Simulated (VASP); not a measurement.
CsBe3Ag:

```
CELL_PARAMETERS angstrom
4.08072 0.00000 0.00000
0.00000 4.08072 0.00000
0.00000 0.00000 5.49781
ATOMIC_POSITIONS crystal
Cs 0.50000 0.50000 0.72178
Be 0.50000 0.00000 0.23775
Be 0.00000 0.50000 0.23775
Be 0.00000 0.00000 0.59229
Ag 0.00000 0.00000 0.01082
```

The cell was generated, and may not be a known phase.

* Program: VASP 6.6.1
* Task: relaxation of cell and atoms
* Functional: PBE
* Potentials or basis: VASP PAW PBE potentials, release 64 (Cs_sv, Be, Ag)
* Cutoff: 600 eV
* k mesh: 4 × 4 × 4
* Occupations: gaussian, width 0.1 eV
* Spin: no spin polarisation

At the start: pressure 7.1 GPa; volume 18.31 Å³/atom.

Question: Where does the relaxation end?

Answer: Over 30 steps the energy falls by 503.5 meV/atom and the volume is 23.01 Å³/atom (+25.6 %); space group P4mm (No. 99, to 0.1 Å) before and after.

Step by step:
| step | energy change (eV) | largest force (eV/Å) | pressure (GPa) | volume (Å³) |
| --- | --- | --- | --- | --- |
| 1 | 0.0000 | 2.2915 | 7.11 | 91.55 |
| 2 | -0.5742 | 1.5958 | 0.65 | 102.73 |
| 3 | -0.6984 | 1.2999 | -2.54 | 112.54 |
| 4 | -0.9291 | 1.2882 | -1.93 | 109.60 |
| 5 | -1.2976 | 0.5252 | 2.79 | 100.93 |
| 6 | -1.2929 | 0.8874 | 1.13 | 102.75 |
| 7 | -1.3060 | 0.6082 | 1.98 | 101.73 |
| 8 | -1.4566 | 0.9766 | 2.12 | 105.59 |
| 9 | -1.4652 | 1.3492 | 2.22 | 106.68 |
| 10 | -1.5484 | 1.3543 | 1.59 | 108.97 |
| 11 | -1.7193 | 1.4729 | 0.16 | 115.91 |
| 12 | -1.6518 | 2.7344 | -1.02 | 130.08 |
| 13 | -1.7370 | 2.0589 | -0.61 | 123.52 |
| 14 | -1.9992 | 0.8038 | -2.03 | 127.12 |
| 15 | -2.0932 | 0.4205 | -2.86 | 130.14 |
| 16 | -2.1030 | 0.4336 | -3.04 | 131.15 |
| 17 | -2.2155 | 0.4846 | -2.32 | 126.77 |
| 18 | -2.3341 | 0.5867 | -0.68 | 119.24 |
| 19 | -2.1796 | 0.9123 | 4.41 | 104.72 |
| 20 | -2.3499 | 0.6353 | 0.20 | 115.98 |
| 21 | -2.3501 | 0.6430 | 0.35 | 115.50 |
| 22 | -2.3745 | 0.5926 | 0.24 | 115.49 |
| 23 | -2.4327 | 0.4442 | -0.05 | 115.43 |
| 24 | -2.4924 | 0.4374 | -0.43 | 115.23 |
| 25 | -2.4972 | 0.4499 | -0.48 | 115.13 |
| 26 | -2.5052 | 0.2208 | 0.95 | 112.13 |
| 27 | -2.5127 | 0.0903 | 0.33 | 113.32 |
| 28 | -2.5165 | 0.0441 | 0.01 | 114.83 |
| 29 | -2.5166 | 0.0455 | -0.05 | 115.13 |
| 30 | -2.5175 | 0.0307 | -0.03 | 115.03 |

Final structure:
```
Cs Be Ag
1.0
     3.95801    0.00000    0.00000
     0.00000    3.95801    0.00000
     0.00000    0.00000    7.34282
Cs Be Ag
1 3 1
Direct
  0.50000 0.50000 0.72722
  0.50000 0.00000 0.29878
  0.00000 0.50000 0.29878
  0.00000 0.00000 0.39327
  0.00000 0.00000 0.08236
```

Caveat: the k points lie up to 0.40 Å⁻¹ apart in the final cell, too coarse for converged energies and pressures of a metal; the volume moved by over 15 % at a fixed basis, so the end points are rough.
